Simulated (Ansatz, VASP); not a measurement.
BeS in VASP and in Ansatz

Contents of INCAR:

```
SYSTEM = BeS
  PREC = Accurate
  ENCUT = 520
  EDIFF = 1E-6
  ISMEAR = -1
  SIGMA = 0.05
  LREAL = .FALSE.
  LASPH = .TRUE.
  NELM = 80
  ALGO = Normal
  ISIF = 2
  LWAVE = .FALSE.
  LCHARG = .TRUE.
  GGA = PE
  LELF = .TRUE.
  LVHAR = .TRUE.
  NBANDS = 11
```

KPOINTS

```
Automatic mesh
0
G
  6 6 6
  0 0 0
```

POSCAR

```
BeS
1.0
    0.0000000000      2.4250000000      2.4250000000
    2.4250000000      0.0000000000      2.4250000000
    2.4250000000      2.4250000000      0.0000000000
S Be
1 1
Direct
    0.7500000000      0.7500000000      0.7500000000
    0.0000000000      0.0000000000      0.0000000000
```

input.yaml

```yaml
crystal:
  lattice:
    - [0.0, 2.425, 2.425]
    - [2.425, 0.0, 2.425]
    - [2.425, 2.425, 0.0]
  atoms:
    - { symbol: S, position: [0.75, 0.75, 0.75] }
    - { symbol: Be, position: [0.0, 0.0, 0.0] }
kpoints:
  mp_grid: { grid: [6, 6, 6] }
scf:
  occupations: { method: fermi_dirac, width: 0.05 }
hamiltonian:
  xc: pbe
  pseudopotentials: { kind: all_electron, datasets: crystal }
output:
  forces: true
  stress: true
  eigenvalues: true
  elf: true
  volumetric_format: npy
```

Alike in both runs: task single point; functional PBE; k mesh 6 × 6 × 6; occupations fermi-dirac, width 0.05 eV; no spin polarisation.

```csv
,VASP,Ansatz
version,VASP 6.6.1,Ansatz 0.2.0
potentials or method,"VASP PAW PBE potentials, release 64 (S, Be), cutoff 520 eV",all-electron PAW datasets made for the crystal
```

VASP gave:

- gap on the k mesh at the Fermi level (eV): 3.11
- least direct gap on the mesh (eV): 5.67
- pressure (GPa): 1.6

Task: Estimate Ansatz's values.

Result: gap on the k mesh at the Fermi level (eV): 3.11; least direct gap on the mesh (eV): 5.65; pressure (GPa): 1.6.

Ansatz ran all-electron here, and VASP with PAW potentials.
